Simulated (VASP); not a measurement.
# H (P6_3/mmc) in VASP: further runs

H is run at these levels: PBE; tasks: single point.

All numbers are computed with VASP 6.6.1; they aren't measurements. Logs are shortened: lines on timing, memory, paths and dates and some standing lists are left out, and cuts for length are marked.

**1. The cell of the first run**

It takes space group P6_3/mmc (No. 194, hexagonal). Conventional cell: a = 5.060 Å, b = 5.060 Å, c = 4.560 Å, α = 90.00°, β = 90.00°, γ = 120.00°. H (site symmetry -6m2) has 8 H at 3.71 to 4.56 Å within 4.9 Å.

**2. Single point, PBE, collinear spin, ferromagnetic start (volume 50.560 Å^3 an atom, c/a of the conventional cell 0.9011)**

The input, INCAR:

```
  PREC = Accurate
  ENCUT = 520
  EDIFF = 1E-7
  ISMEAR = 0
  SIGMA = 0.05
  LREAL = F
  LASPH = T
  NELM = 150
  ALGO = Normal
  ISIF = 2
  LWAVE = F
  LCHARG = T
  ISPIN = 2
  MAGMOM = 1.05 1.05
  LORBIT = 11
  GGA = PE
  LELF = T
  LVHAR = T
  NBANDS = 12
```

The input, KPOINTS:

```
regular mesh
0
Gamma
  6 6 6
```

The input, POSCAR:

```
H
1.0
    5.0603180419      0.0000000000      0.0000000000
   -2.5301590210      4.3823639755      0.0000000000
    0.0000000000      0.0000000000      4.5598525876
H
2
Direct
    0.3333333333      0.6666666667      0.2500000000
    0.6666666667      0.3333333333      0.7500000000
```

Potentials or basis: VASP PAW PBE potentials, release 64 (H).

On the command line:

```sh
cat potpaw_PBE.64/H/POTCAR > POTCAR
mpirun -np 1 vasp_std > vasp.out
```

OUTCAR:

```text
PREC = Accurate
   ENCUT = 520
   EDIFF = 1E-7
   ISMEAR = 0
   LREAL = F
   LASPH = T
   NELM = 150
   ISIF = 2
   ISPIN = 2
   LORBIT = 11
   GGA = PE

 ion  position               nearest neighbor table
   1  0.333  0.667  0.250-
   2  0.667  0.333  0.750-

  LATTYP: Found a hexagonal cell.
 ALAT       =     5.0603180419
 C/A-ratio  =     0.9011000000

  Lattice vectors:

 A1 = (   5.0603180419,   0.0000000000,   0.0000000000)
 A2 = (  -2.5301590210,   4.3823639755,   0.0000000000)
 A3 = (   0.0000000000,   0.0000000000,   4.5598525876)

Analysis of symmetry for initial positions (statically):
=====================================================================
 Subroutine PRICEL returns:
 Original cell was already a primitive cell.

 Routine SETGRP: Setting up the symmetry group for a
 hexagonal supercell.

 Subroutine GETGRP returns: Found 24 space group operations
 (whereof 12 operations were pure point group operations)
 out of a pool of 24 trial point group operations.

The static configuration has the point symmetry D_3d.
 The point group associated with its full space group is D_6h.

Analysis of symmetry for dynamics (positions and initial velocities):
=====================================================================
 Subroutine PRICEL returns:
 Original cell was already a primitive cell.

 Routine SETGRP: Setting up the symmetry group for a
 hexagonal supercell.

 Subroutine GETGRP returns: Found 24 space group operations
 (whereof 12 operations were pure point group operations)
 out of a pool of 24 trial point group operations.

The dynamic configuration has the point symmetry D_3d.
 The point group associated with its full space group is D_6h.

Analysis of structural, dynamic, and magnetic symmetry:
=====================================================================
 Subroutine PRICEL returns:
 Original cell was already a primitive cell.

 Routine SETGRP: Setting up the symmetry group for a
 hexagonal supercell.

 Subroutine GETGRP returns: Found 24 space group operations
 (whereof 12 operations were pure point group operations)
 out of a pool of 24 trial point group operations.

The overall configuration has the point symmetry D_3d.
 The point group associated with its full space group is D_6h.

 Subroutine INISYM returns: Found 24 space group operations
 (whereof 12 operations are pure point group operations),
 and found     1 'primitive' translations

----------------------------------------------------------------------------------------

                                     Primitive cell

  volume of cell :     101.1200

  direct lattice vectors                    reciprocal lattice vectors
     5.060318042  0.000000000  0.000000000     0.197616038  0.114093672  0.000000000
    -2.530159021  4.382363975  0.000000000     0.000000000  0.228187345  0.000000000
     0.000000000  0.000000000  4.559852588     0.000000000  0.000000000  0.219305335

  length of vectors
     5.060318042  5.060318042  4.559852588     0.228187345  0.228187345  0.219305335

  position of ions in fractional coordinates (direct lattice)
     0.333333333  0.666666667  0.250000000
     0.666666667  0.333333333  0.750000000

  ion indices of the primitive-cell ions
   primitive index   ion index
                 1           1
                 2           2

----------------------------------------------------------------------------------------

 KPOINTS: regular mesh

Automatic generation of k-mesh.
 Grid dimensions read from file:
 generate k-points for:    6    6    6

 Generating k-lattice:

  Cartesian coordinates                     Fractional coordinates (reciprocal lattice)
     0.032936006  0.019015612  0.000000000     0.166666667  0.000000000  0.000000000
     0.000000000  0.038031224  0.000000000     0.000000000  0.166666667  0.000000000
     0.000000000  0.000000000  0.036550889     0.000000000  0.000000000  0.166666667

  Length of vectors
     0.038031224  0.038031224  0.036550889

  Shift w.r.t. Gamma in fractional coordinates (k-lattice)
     0.000000000  0.000000000  0.000000000

 Subroutine IBZKPT returns following result:
 ===========================================

 Found     28 irreducible k-points:

 Following reciprocal coordinates:
            Coordinates               Weight
  0.000000  0.000000  0.000000      1.000000
  0.166667  0.000000  0.000000      6.000000
  0.333333 -0.000000  0.000000      6.000000
  0.500000  0.000000  0.000000      3.000000
  0.166667  0.166667  0.000000      6.000000
  0.333333  0.166667  0.000000     12.000000
[... 16 lines left out ...]
  0.166667  0.000000  0.500000      6.000000
  0.333333 -0.000000  0.500000      6.000000
 [... further k-points ...]
   k-points           NKPTS =     28   k-points in BZ     NKDIM =     28   number of bands    NBANDS=     12
   number of dos      NEDOS =    301   number of ions     NIONS =      2
   total plane-waves  NPLWV =  57600
   dimension x,y,z NGX =    40 NGY =   40 NGZ =   36
   dimension x,y,z NGXF=    80 NGYF=   80 NGZF=   72
   ions per type =               2
   NGX,Y,Z   is equivalent  to a cutoff of  13.14, 13.14, 13.13 a.u.
   NGXF,Y,Z  is equivalent  to a cutoff of  26.28, 26.28, 26.25 a.u.
 SYSTEM =  unknown system
   PREC   = accura    normal or accurate (medium, high low for compatibility)
   ISTART =      0    job   : 0-new  1-cont  2-samecut
   ICHARG =      2    charge: 1-file 2-atom 10-const
   ISPIN  =      2    spin polarized calculation?
   LNONCOLLINEAR =      F non collinear calculations
   LSORBIT =      F    spin-orbit coupling
   LASPH  =      T    aspherical Exc in radial PAW
   ENCUT  =  520.0 eV  38.22 Ry    6.18 a.u.   9.41  9.41  8.48*2*pi/ulx,y,z
   NELM   =    150;   NELMIN=  2; NELMDL= -5     # of ELM steps
   EDIFF  = 0.1E-06   stopping-criterion for ELM
   LREAL  =      F    real-space projection
   EDIFFG = 0.1E-05   stopping-criterion for IOM
   NSW    =      0    number of steps for IOM
   IBRION =     -1    ionic relax: 0-MD 1-quasi-New 2-CG
   NFREE  =      0    steps in history (QN), initial steepest desc. (CG)
   ISIF   =      2    stress and relaxation
   ISYM   =      2    0-nonsym 1-usesym 2-fastsym
   POTIM  = 0.5000    time-step for ionic-motion
   TEBEG  =    0.0;   TEEND  =   0.0 temperature during run
   PSTRESS=    0.0 pullay stress
   NELECT =       2.0000    total number of electrons
   NUPDOWN=      -1.0000    fix difference up-down
   EMIN   =  10.00;   EMAX   =-10.00  energy-range for DOS
   EFERMI =   0.00;   METHOD = LEGACY
   ISMEAR =     0;   SIGMA  =   0.05  broadening in eV -4-tet -1-fermi 0-gaus
   EFERMI_NEDOS =   21; number of points for ismear=-14 and -15
   IALGO  =     38    algorithm
   IMIX   =      4    mixing-type and parameters
     AMIX     =   0.40;   BMIX     =  1.00
     AMIX_MAG =   1.60;   BMIX_MAG =  1.00
  volume/ion in A,a.u.               =      50.56       341.20
  Fermi-wavevector in a.u.,A,eV,Ry     =   0.442730  0.836639  2.666878  0.196010
  Thomas-Fermi vector in A             =   1.418807
   LORBIT       =     11    0 simple, 1 ext, 2 COOP (PROOUT), +10 PAW based schemes
   GGA     = PE    functional components
   LHFCALC =     F    Hartree Fock is set to
   AEXX    =    0.0000 exact exchange contribution
   IVDW    =     0    specifies the selected vdW correction
   LEPSILON=     F    determine dielectric tensor
   LRPA    =     F    only Hartree local field effects (RPA)
 spin polarized calculation
 Gauss-broadening in eV      SIGMA  =   0.05
  energy-cutoff  :      520.00
  volume of cell :      101.12
 maximum number of plane-waves:      2765
 NGX is ok and might be reduce to    40
   NGX = 19   NGY = 19   NGZ = 17

 number of electron       2.0000001 magnetization       2.0000001

 Free energy of the ion-electron system (eV)
  ---------------------------------------------------
  ext. energy  EPLUGINS =         0.00000000
  ---------------------------------------------------
  free energy    TOTEN  =        -2.23567491 eV

  energy without entropy =       -2.23567491  energy(sigma->0) =       -2.23567491

 E-fermi :  -6.3168     XC(G=0):   0.6138

 val. band max:       -6.5878229576   @ k =   0.0000   0.0000   0.0000
 cond. band min:       0.2804242448   @ k =   0.3333   0.3333   0.0000
 fundamental gap:      6.8682472024
 Fermi energy:        -6.3167954156

 spin component 1

 k-point     1 :       0.0000    0.0000    0.0000
  band No.  band energies     occupation
      1      -7.7520      1.00000
      2      -6.5878      1.00000
      3       1.4241      0.00000
      4       3.6582      0.00000
      5       3.9637      0.00000
      6       3.9637      0.00000
      7       4.9967      0.00000
      8       4.9967      0.00000
      9       5.3224      0.00000
     10       7.6668      0.00000
     11       9.2712      0.00000
     12      10.7812      0.00000
[... 331 lines left out ...]
 k-point    24 :       0.3333   -0.0000    0.5000
  band No.  band energies     occupation
      1      -7.0466      1.00000
      2      -7.0466      1.00000
      3       1.0637      0.00000
      4       1.0637      0.00000
      5       3.9003      0.00000
      6       3.9003      0.00000
      7       4.4764      0.00000
      8       4.4764      0.00000
      9       7.5884      0.00000
     10       7.5884      0.00000
     11      10.0194      0.00000
     12      10.0194      0.00000

 [... further k-points ...]

 spin component 2

 k-point     1 :       0.0000    0.0000    0.0000
  band No.  band energies     occupation
      1       3.3996      0.00000
      2      10.2140      0.00000
      3      10.2990      0.00000
      4      10.3003      0.00000
      5      10.5453      0.00000
      6      11.2261      0.00000
      7      12.3677      0.00000
      8      12.3685      0.00000
      9      14.2343      0.00000
     10      17.4130      0.00000
     11      17.5387      0.00000
     12      17.7381      0.00000
[... 331 lines left out ...]
 k-point    24 :       0.3333   -0.0000    0.5000
  band No.  band energies     occupation
      1       5.8235      0.00000
      2       5.8235      0.00000
      3       8.9199      0.00000
      4       8.9199      0.00000
      5      11.1760      0.00000
      6      11.1760      0.00000
      7      12.8338      0.00000
      8      12.8338      0.00000
      9      16.8452      0.00000
     10      16.8452      0.00000
     11      17.0668      0.00000
     12      17.0668      0.00000

 [... further k-points ...]
[... 5 lines left out ...]
  --------------------------------------------------------------------------------------
  -------------------------------------------------------------------------------------
  Total        0.0199794      0.0199794      0.0332496     -0.0000000     -0.0000000      0.0000000
  in kB        0.3165606      0.3165606      0.5268169     -0.0000000     -0.0000000      0.0000000
  external PRESSURE =       0.3866460 kB  Pullay stress =       0.0000000 kB

 VOLUME and BASIS-vectors are now :
 -----------------------------------------------------------------------------
  energy-cutoff  :      520.00
  volume of cell :      101.12
      direct lattice vectors                 reciprocal lattice vectors
     5.060318042  0.000000000  0.000000000     0.197616038  0.114093672  0.000000000
    -2.530159021  4.382363975  0.000000000     0.000000000  0.228187345  0.000000000
     0.000000000  0.000000000  4.559852588     0.000000000  0.000000000  0.219305335

 POSITION                                       TOTAL-FORCE (eV/Angst)
 -----------------------------------------------------------------------------------
     -0.00000      2.92158      1.13996        -0.000000      0.000000      0.000000
      2.53016      1.46079      3.41989         0.000000      0.000000      0.000000
 -----------------------------------------------------------------------------------
    total drift:                               -0.000000      0.000000     -0.000000

  FREE ENERGIE OF THE ION-ELECTRON SYSTEM (eV)
  ---------------------------------------------------
  free  energy   TOTEN  =        -2.2356749089 eV

  energy  without entropy=       -2.2356749089  energy(sigma->0) =       -2.23567491

 total charge

# of ion       s       p       d       tot
------------------------------------------
    1        0.381   0.000   0.000   0.381
    2        0.381   0.000   0.000   0.381
--------------------------------------------------
tot          0.761   0.000   0.000   0.761

 magnetization (x)

# of ion       s       p       d       tot
------------------------------------------
    1        0.381   0.000   0.000   0.381
    2        0.381   0.000   0.000   0.381
--------------------------------------------------
tot          0.761   0.000   0.000   0.761
```

Wall time 37 s (1 thread of Intel Xeon 6975P-C (Granite Rapids), shared host); peak memory 0.27 GiB.

Results:

```
Free energy                                           : -2.2357 eV
Pressure                                              : 0.0 GPa
Band gap on the k mesh                                : 6.87 eV, indirect (least direct gap 7.35 eV)
Net moment                                            : 2.00 μB per cell
Site moments                                          : H +0.38 μB
Valence electrons inside the program's atomic spheres : H 0.38
```

**3. Single point, PBE, collinear spin, ferromagnetic start (volume 50.560 Å^3 an atom, c/a of the conventional cell 0.7070)**

The input, INCAR:

```
SYSTEM = H
PREC = Accurate
ENCUT = 520
EDIFF = 1E-7
ISMEAR = 0
SIGMA = 0.05
LREAL = .FALSE.
LASPH = .TRUE.
NELM = 150
ALGO = Normal
ISIF = 2
LWAVE = .FALSE.
LCHARG = .FALSE.
ISPIN = 2
MAGMOM = 1.05 1.05
LORBIT = 11
GGA = PE
NBANDS = 12
```

The input, KPOINTS:

```
Automatic mesh
0
G
  6 6 6
  0 0 0
```

The input, POSCAR:

```
H
1.0
    5.4865036419      0.0000000000      0.0000000000
   -2.7432518209      4.7514515318      0.0000000000
    0.0000000000      0.0000000000      3.8789580748
H
2
Direct
    0.3333333333      0.6666666667      0.2500000000
    0.6666666667      0.3333333333      0.7500000000
```

Potentials or basis: VASP PAW PBE potentials, release 64 (H).

On the command line:

```sh
cat potpaw_PBE.64/H/POTCAR > POTCAR
mpirun -np 1 vasp_std > vasp.out
```

Wall time 36 s (1 thread of Intel Xeon 6975P-C (Granite Rapids), shared host); peak memory 0.27 GiB.

It converged, with:

```
Free energy                                           : -2.2337 eV
Pressure                                              : 0.1 GPa
Band gap on the k mesh                                : 6.68 eV, indirect (least direct gap 7.23 eV)
Net moment                                            : 2.00 μB per cell
Site moments                                          : H +0.38 μB
Valence electrons inside the program's atomic spheres : H 0.38
```

Levels at points of the mesh, in eV from the valence-band top:
Spin up:
```csv
k point,band 1,band 2,band 3,band 4,band 5
"(0.00, 0.00, 0.00)",-1.12,0.00,7.96,9.68,9.68
"(0.50, 0.00, 0.00)",-0.74,-0.38,6.93,8.50,9.44
"(0.00, 0.00, 0.50)",-0.31,-0.31,8.17,8.17,11.86
"(0.50, 0.00, 0.50)",-0.26,-0.26,7.93,7.93,10.24
```
Spin down:
```tsv
k point	band 1	band 2	band 3	band 4
(0.00, 0.00, 0.00)	9.78	15.47	15.47	17.25
(0.50, 0.00, 0.00)	10.43	12.91	14.72	16.65
(0.00, 0.00, 0.50)	12.26	12.26	17.95	17.95
(0.50, 0.00, 0.50)	12.92	12.92	15.30	15.30
```

 A k mesh can miss the band edges.

**4. Single point, PBE, collinear spin, ferromagnetic start (volume 50.560 Å^3 an atom, c/a of the conventional cell 0.6262)**

The input, INCAR:

```
ALGO = Normal
EDIFF = 1E-6
ENCUT = 520
GGA = PE
ISIF = 2
ISMEAR = 0
ISPIN = 2
LASPH = True
LCHARG = False
LORBIT = 11
LREAL = False
LWAVE = False
MAGMOM = 1.05 1.05
NBANDS = 12
NELM = 150
PREC = Accurate
SIGMA = 0.05
```

The input, KPOINTS:

```
k-points
0
Gamma
  6 6 6
```

The input, POSCAR:

```
H
1.0
    5.7130030421      0.0000000000      0.0000000000
   -2.8565015211      4.9476057664      0.0000000000
    0.0000000000      0.0000000000      3.5774825050
H
2
Direct
    0.3333333333      0.6666666667      0.2500000000
    0.6666666667      0.3333333333      0.7500000000
```

On the command line:

```sh
cat potpaw_PBE.64/H/POTCAR > POTCAR
mpirun -np 1 vasp_std > vasp.out
```

It took 35 s on 1 thread of Intel Xeon 6975P-C (Granite Rapids), shared host; peak memory 0.25 GiB.

Results (log left out):

```
Free energy                                           : -2.2311 eV
Pressure                                              : 0.1 GPa
Band gap on the k mesh                                : 6.59 eV, indirect (least direct gap 7.20 eV)
Net moment                                            : 2.00 μB per cell
Site moments                                          : H +0.38 μB
Valence electrons inside the program's atomic spheres : H 0.38
```

Stress tensor (GPa, compression positive):
```
0.04 0.00 0.00
0.00 0.04 0.00
0.00 0.00 0.12
```

Levels at points of the mesh, in eV from the valence-band top:
Spin up:
```tsv
k point	band 1	band 2	band 3	band 4	band 5	band 6
(0.00, 0.00, 0.00)	-1.12	-0.08	7.89	9.29	9.29	10.29
(0.50, 0.00, 0.00)	-0.78	-0.45	6.86	8.22	9.40	11.92
(0.00, 0.00, 0.50)	-0.17	-0.17	8.34	8.34	11.92	11.92
(0.50, 0.00, 0.50)	-0.14	-0.14	8.17	8.17	10.42	10.42
```
Spin down:
```tsv
k point	band 1	band 2	band 3	band 4	band 5
(0.00, 0.00, 0.00)	9.68	14.87	14.87	16.98	17.32
(0.50, 0.00, 0.00)	10.19	12.76	14.23	16.46	20.39
(0.00, 0.00, 0.50)	12.60	12.60	17.79	17.79	17.79
(0.50, 0.00, 0.50)	13.13	13.13	15.62	15.62	17.16
```

 A k mesh can miss the band edges.

**5. The runs side by side**

| cell | gap on the mesh (eV) | pressure (GPa) | moment (μB) |
| --- | --- | --- | --- |
| a = 5.060, b = 5.060, c = 4.560 Å, angles 90.0, 90.0, 120.0°, 2 atoms | 6.87 | 0.0 | 2.00 |
| a = 5.487, b = 5.487, c = 3.879 Å, angles 90.0, 90.0, 120.0°, 2 atoms | 6.68 | 0.1 | 2.00 |
| a = 5.713, b = 5.713, c = 3.577 Å, angles 90.0, 90.0, 120.0°, 2 atoms | 6.59 | 0.1 | 2.00 |

Alike in all rows: task single point; level PBE; potentials or basis VASP PAW PBE potentials, release 64 (H); spin collinear, ferromagnetic start; k mesh 6 × 6 × 6; cutoff (eV) 520; smearing gaussian 0.05 eV.

Absolute energies hang on the potentials; compare differences alone.
